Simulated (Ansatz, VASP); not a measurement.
## Two plane-wave programs on Si2P3

```xyz
5
Lattice="2.6597 -2.5876 0.0000 2.6597 2.5876 0.0000 -1.3511 0.0000 5.3219" Properties=species:S:1:pos:R:3 pbc="T T T"
Si   -0.0618    0.0000    4.2517
Si    4.0301    0.0000    1.0702
P     2.7316    0.0000    3.9302
P     1.2367    0.0000    1.3917
P     1.9841    0.0000    2.6610
```

Change from the starting cell: species swapped into the Mg2C3 type (C2/m, No. 12).

Alike in both runs: task single point; functional PBE; k mesh 6 × 6 × 4; occupations gaussian, width 0.1 eV; no spin polarisation.

```csv
,VASP,Ansatz
version,VASP 6.6.1,Ansatz 0.2.0
potentials or method,"VASP PAW PBE potentials, release 64 (Si, P), cutoff 520 eV","scalar-relativistic, plane waves, PAW"
valence electrons in the cell,23,23
```

|  | VASP | Ansatz | Ansatz less VASP |
| --- | --- | --- | --- |
| gap on the k mesh at the Fermi level (eV) | none | none | - |
| rms of the force components (eV/Å) | 16.762 | 16.804 | +0.0421 |

Atom by atom the forces differ by 0.043 eV/Å (rms over components). A gap of «none» marks a metal or a gap that the smearing closes. With one functional, cell and mesh, what is left measures potentials, basis and numerics.
